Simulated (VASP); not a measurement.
Runs of VASP 6.6.1 on Tl. The structure is that of space group P6_3/mmc (No. 194), or close to it. The cells are those of the table. 

```tsv
task	cell	k mesh	cutoff (eV)	gap on the mesh (eV)	pressure (GPa)
relaxation of cell and atoms	relaxed from a = 3.438, b = 3.438, c = 5.478 Å, angles 90.0, 90.0, 120.0°, 2 atoms	11 × 11 × 6	600	none	0.0
single point	a = 3.490, b = 3.490, c = 5.584 Å, angles 90.0, 90.0, 120.0°, 2 atoms	17 × 17 × 10	520	none	(a)
single point	a = 3.446, b = 3.446, c = 5.515 Å, angles 90.0, 90.0, 120.0°, 2 atoms	17 × 17 × 10	520	none	-1.4
single point	a = 3.355, b = 3.355, c = 5.369 Å, angles 90.0, 90.0, 120.0°, 2 atoms	17 × 17 × 10	520	none	2.1
single point	a = 3.308, b = 3.308, c = 5.294 Å, angles 90.0, 90.0, 120.0°, 2 atoms	17 × 17 × 10	520	none	4.7
```

Alike in all rows: level LDA; potentials or basis VASP PAW LDA potentials, release 64 (Tl_d); no spin polarisation; smearing fermi-dirac 0.1 eV.

Problem. Estimate the missing entries.

Solution. (a) -2.6.

Caveats: spin-orbit coupling is left out, which moves the levels of the heavy elements; the cell stands under pressure (at least some runs).

A k mesh can miss the band edges, and the runs leave out spin-orbit coupling on Tl.

A gap of «none» marks levels without a gap at the run's occupations.
